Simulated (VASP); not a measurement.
# K3Ca3Se (Pm-3m) in VASP: relaxation of cell and atoms with PBE

Aim: the relaxation of cell and atoms of K3Ca3Se with PBE.

Everything below comes from runs of VASP 6.6.1. Logs are shortened: lines on timing, memory, paths and dates and some standing lists are left out, and cuts for length are marked.

### Step 1. The cell of the first run

It takes space group Pm-3m (No. 221, cubic). The conventional cell has a = 7.029 Å, b = 7.029 Å, c = 7.029 Å, α = 90.00°, β = 90.00°, γ = 90.00°. Within 4.6 Å of K (site symmetry 4/mmm) lie 4 Ca at 3.51 Å and 2 Se at 3.51 Å. Ca (site symmetry 4/mmm) has 4 K at 3.51 Å within 4.6 Å. Within 4.6 Å of Se (site symmetry m-3m) lie 6 K at 3.51 Å.

### Step 2. Relaxation of cell and atoms, PBE

File INCAR:

```
SYSTEM = K3Ca3Se
  ALGO = Normal
  EDIFF = 1E-7
  EDIFFG = -0.01
  ENCUT = 600
  GGA = PE
  IBRION = 2
  ISIF = 3
  ISMEAR = 0
  LASPH = .True.
  LCHARG = .False.
  LREAL = .False.
  LWAVE = .False.
  NELM = 100
  NSW = 100
  PREC = Accurate
  SIGMA = 0.1
```

File KPOINTS:

```
k-points
0
Gamma
  6 6 6
  0 0 0
```

File POSCAR:

```
K3Ca3Se
1.0
    7.0294194184      0.0000000000      0.0000000000
    0.0000000000      7.0294194184      0.0000000000
    0.0000000000      0.0000000000      7.0294194184
K Ca Se
3 3 1
Direct
    0.0000000000      0.5000000000      0.5000000000
    0.5000000000      0.5000000000      0.0000000000
    0.5000000000      0.0000000000      0.5000000000
    0.0000000000      0.5000000000      0.0000000000
    0.5000000000      0.0000000000      0.0000000000
    0.0000000000      0.0000000000      0.5000000000
    0.5000000000      0.5000000000      0.5000000000
```

Potentials or basis: VASP PAW PBE potentials, release 64 (K_sv, Ca_sv, Se).

Command:

```console
$ cat potpaw_PBE.64/K_sv/POTCAR potpaw_PBE.64/Ca_sv/POTCAR potpaw_PBE.64/Se/POTCAR > POTCAR
$ mpirun -np 1 vasp_std > vasp.out
```

OUTCAR:

```text
SYSTEM = K3Ca3Se
   EDIFF = 1E-7
   EDIFFG = -0.01
   ENCUT = 600
   GGA = PE
   IBRION = 2
   ISIF = 3
   ISMEAR = 0
   LASPH = .True.
   LREAL = .False.
   NELM = 100
   NSW = 100
   PREC = Accurate

 ion  position               nearest neighbor table
   1  0.000  0.500  0.500-
   2  0.500  0.500  0.000-
   3  0.500  0.000  0.500-
   4  0.000  0.500  0.000-
   5  0.500  0.000  0.000-
   6  0.000  0.000  0.500-
   7  0.500  0.500  0.500-

  LATTYP: Found a simple cubic cell.
 ALAT       =     7.0294194184

  Lattice vectors:

 A1 = (   7.0294194184,   0.0000000000,   0.0000000000)
 A2 = (   0.0000000000,   7.0294194184,   0.0000000000)
 A3 = (   0.0000000000,   0.0000000000,   7.0294194184)

Analysis of symmetry for initial positions (statically):
=====================================================================
 Subroutine PRICEL returns:
 Original cell was already a primitive cell.

 Routine SETGRP: Setting up the symmetry group for a
 simple cubic supercell.

 Subroutine GETGRP returns: Found 48 space group operations
 (whereof 48 operations were pure point group operations)
 out of a pool of 48 trial point group operations.

The static configuration has the point symmetry O_h .

Analysis of symmetry for dynamics (positions and initial velocities):
=====================================================================
 Subroutine PRICEL returns:
 Original cell was already a primitive cell.

 Routine SETGRP: Setting up the symmetry group for a
 simple cubic supercell.

 Subroutine GETGRP returns: Found 48 space group operations
 (whereof 48 operations were pure point group operations)
 out of a pool of 48 trial point group operations.

The dynamic configuration has the point symmetry O_h .

 Subroutine INISYM returns: Found 48 space group operations
 (whereof 48 operations are pure point group operations),
 and found     1 'primitive' translations

----------------------------------------------------------------------------------------

                                     Primitive cell

  volume of cell :     347.3429

  direct lattice vectors                    reciprocal lattice vectors
     7.029419418  0.000000000  0.000000000     0.142259259  0.000000000  0.000000000
     0.000000000  7.029419418  0.000000000     0.000000000  0.142259259  0.000000000
     0.000000000  0.000000000  7.029419418     0.000000000  0.000000000  0.142259259

  length of vectors
     7.029419418  7.029419418  7.029419418     0.142259259  0.142259259  0.142259259

  position of ions in fractional coordinates (direct lattice)
     0.000000000  0.500000000  0.500000000
     0.500000000  0.500000000  0.000000000
     0.500000000  0.000000000  0.500000000
     0.000000000  0.500000000  0.000000000
     0.500000000  0.000000000  0.000000000
     0.000000000  0.000000000  0.500000000
     0.500000000  0.500000000  0.500000000

  ion indices of the primitive-cell ions
   primitive index   ion index
                 1           1
                 2           2
                 3           3
                 4           4
                 5           5
                 6           6
                 7           7

----------------------------------------------------------------------------------------

 KPOINTS: k-points

Automatic generation of k-mesh.
 Grid dimensions read from file:
 generate k-points for:    6    6    6

 Generating k-lattice:

  Cartesian coordinates                     Fractional coordinates (reciprocal lattice)
     0.023709877  0.000000000  0.000000000     0.166666667  0.000000000  0.000000000
     0.000000000  0.023709877  0.000000000     0.000000000  0.166666667  0.000000000
     0.000000000  0.000000000  0.023709877     0.000000000  0.000000000  0.166666667

  Length of vectors
     0.023709877  0.023709877  0.023709877

  Shift w.r.t. Gamma in fractional coordinates (k-lattice)
     0.000000000  0.000000000  0.000000000

 Subroutine IBZKPT returns following result:
 ===========================================

 Found     20 irreducible k-points:

 Following reciprocal coordinates:
            Coordinates               Weight
  0.000000  0.000000  0.000000      1.000000
  0.166667  0.000000  0.000000      6.000000
  0.333333  0.000000  0.000000      6.000000
  0.500000  0.000000  0.000000      3.000000
  0.166667  0.166667  0.000000     12.000000
  0.333333  0.166667  0.000000     24.000000
[... 12 lines left out ...]
  0.500000  0.500000  0.333333      6.000000
  0.500000  0.500000  0.500000      1.000000
   k-points           NKPTS =     20   k-points in BZ     NKDIM =     20   number of bands    NBANDS=     37
   number of dos      NEDOS =    301   number of ions     NIONS =      7
   total plane-waves  NPLWV = 175616
   dimension x,y,z NGX =    56 NGY =   56 NGZ =   56
   dimension x,y,z NGXF=   112 NGYF=  112 NGZF=  112
   ions per type =               3   3   1
   NGX,Y,Z   is equivalent  to a cutoff of  13.24, 13.24, 13.24 a.u.
   NGXF,Y,Z  is equivalent  to a cutoff of  26.49, 26.49, 26.49 a.u.
 SYSTEM =  K3Ca3Se
   PREC   = accura    normal or accurate (medium, high low for compatibility)
   ISTART =      0    job   : 0-new  1-cont  2-samecut
   ICHARG =      2    charge: 1-file 2-atom 10-const
   ISPIN  =      1    spin polarized calculation?
   LNONCOLLINEAR =      F non collinear calculations
   LSORBIT =      F    spin-orbit coupling
   LASPH  =      T    aspherical Exc in radial PAW
   ENCUT  =  600.0 eV  44.10 Ry    6.64 a.u.  14.04 14.04 14.04*2*pi/ulx,y,z
   NELM   =    100;   NELMIN=  2; NELMDL= -5     # of ELM steps
   EDIFF  = 0.1E-06   stopping-criterion for ELM
   LREAL  =      F    real-space projection
   EDIFFG = -.1E-01   stopping-criterion for IOM
   NSW    =    100    number of steps for IOM
   IBRION =      2    ionic relax: 0-MD 1-quasi-New 2-CG
   NFREE  =      1    steps in history (QN), initial steepest desc. (CG)
   ISIF   =      3    stress and relaxation
   ISYM   =      2    0-nonsym 1-usesym 2-fastsym
   POTIM  = 0.5000    time-step for ionic-motion
   TEBEG  =    0.0;   TEEND  =   0.0 temperature during run
   PSTRESS=    0.0 pullay stress
   NELECT =      63.0000    total number of electrons
   NUPDOWN=      -1.0000    fix difference up-down
   EMIN   =  10.00;   EMAX   =-10.00  energy-range for DOS
   EFERMI =   0.00;   METHOD = LEGACY
   ISMEAR =     0;   SIGMA  =   0.10  broadening in eV -4-tet -1-fermi 0-gaus
   EFERMI_NEDOS =   21; number of points for ismear=-14 and -15
   IALGO  =     38    algorithm
   IMIX   =      4    mixing-type and parameters
     AMIX     =   0.40;   BMIX     =  1.00
     AMIX_MAG =   1.60;   BMIX_MAG =  1.00
  volume/ion in A,a.u.               =      49.62       334.86
  Fermi-wavevector in a.u.,A,eV,Ry     =   0.926692  1.751195 11.684120  0.858759
  Thomas-Fermi vector in A             =   2.052682
   LORBIT       =      0    0 simple, 1 ext, 2 COOP (PROOUT), +10 PAW based schemes
   GGA     = PE    functional components
   LHFCALC =     F    Hartree Fock is set to
   AEXX    =    0.0000 exact exchange contribution
   IVDW    =     0    specifies the selected vdW correction
   LEPSILON=     F    determine dielectric tensor
   LRPA    =     F    only Hartree local field effects (RPA)
 conjugate gradient relaxation of ions
 non-spin polarized calculation
 Gauss-broadening in eV      SIGMA  =   0.10
  energy-cutoff  :      600.00
  volume of cell :      347.34
 maximum number of plane-waves:     11656
   NGX = 29   NGY = 29   NGZ = 29

--------------------------------------- Ionic step        1  -------------------------------------------

 number of electron      62.9999986 magnetization

 Free energy of the ion-electron system (eV)
  ---------------------------------------------------
  ext. energy  EPLUGINS =         0.00000000
  ---------------------------------------------------
  free energy    TOTEN  =       -10.32355976 eV

  energy without entropy =      -10.29900808  energy(sigma->0) =      -10.31128392

------------------------ aborting loop because EDIFF is reached ----------------------------------------

  FORCE on cell =-STRESS in cart. coord.  units (eV):
  Direction    XX          YY          ZZ          XY          YZ          ZX
  --------------------------------------------------------------------------------------
  -------------------------------------------------------------------------------------
  Total        0.7976694      0.7976694      0.7976694      0.0000000      0.0000000     -0.0000000
  in kB        3.6793842      3.6793842      3.6793842      0.0000000      0.0000000     -0.0000000
  external PRESSURE =       3.6793842 kB  Pullay stress =       0.0000000 kB
[... 67 lines left out ...]
  energy  without entropy=      -10.3096843700  energy(sigma->0) =      -10.32209977

--------------------------------------- Ionic step        3  -------------------------------------------

 number of electron      63.0000010 magnetization

 Free energy of the ion-electron system (eV)
  ---------------------------------------------------
  ext. energy  EPLUGINS =         0.00000000
  ---------------------------------------------------
  free energy    TOTEN  =       -10.34385789 eV

  energy without entropy =      -10.31743305  energy(sigma->0) =      -10.33064547

 E-fermi :   0.7629     XC(G=0):  -6.7303

 val. band max:        0.7280418687   @ k =   0.5000   0.3333   0.1667
 cond. band min:       0.7917550063   @ k =   0.5000   0.1667   0.1667
 fundamental gap:      0.0637131376
 Fermi energy:         0.7628837947

 k-point     1 :       0.0000    0.0000    0.0000
  band No.  band energies     occupation
      1     -42.8659      2.00000
      2     -42.8656      2.00000
      3     -42.8656      2.00000
      4     -30.8488      2.00000
      5     -30.8475      2.00000
      6     -30.8475      2.00000
[... 823 lines left out ...]
  FREE ENERGIE OF THE ION-ELECTRON SYSTEM (eV)
  ---------------------------------------------------
  free  energy   TOTEN  =       -10.3438578913 eV

  energy  without entropy=      -10.3174330461  energy(sigma->0) =      -10.33064547

 reached required accuracy - stopping structural energy minimisation
```

It took 25 min on 1 thread of Intel Xeon Platinum 8375C at 2.90GHz (Ice Lake), shared host; peak memory 0.66 GiB.

What came out:

```yaml
Free_energy: -10.3439 eV
Relaxed_volume: 52.34 Å³/atom
Relaxed_cell: a = 7.155 Å, b = 7.155 Å, c = 7.155 Å, α = 90.00°, β = 90.00°, γ = 90.00°
Space_group_after_relaxing_to_0.05_Å: Pm-3m (No. 221)
Energy_gained_by_relaxing: 2.9 meV/atom
Ionic_steps: 3
Pressure_after_relaxing: 0.0 GPa
```

Step by step:
```tsv
step	energy change (eV)	largest force (eV/Å)	pressure (GPa)	volume (Å³)
1	0.0000	0.0000	0.37	347.34
2	-0.0110	0.0000	0.24	353.10
3	-0.0203	0.0000	-0.01	366.35
```

Final structure:
```yaml
crystal:
  lattice:
    - [7.15535, 0.00000, 0.00000]
    - [0.00000, 7.15535, 0.00000]
    - [0.00000, 0.00000, 7.15535]
  atoms:
    - { symbol: K, position: [0.00000, 0.50000, 0.50000] }
    - { symbol: K, position: [0.50000, 0.50000, 0.00000] }
    - { symbol: K, position: [0.50000, 0.00000, 0.50000] }
    - { symbol: Ca, position: [0.00000, 0.50000, 0.00000] }
    - { symbol: Ca, position: [0.50000, 0.00000, 0.00000] }
    - { symbol: Ca, position: [0.00000, 0.00000, 0.50000] }
    - { symbol: Se, position: [0.50000, 0.50000, 0.50000] }
```
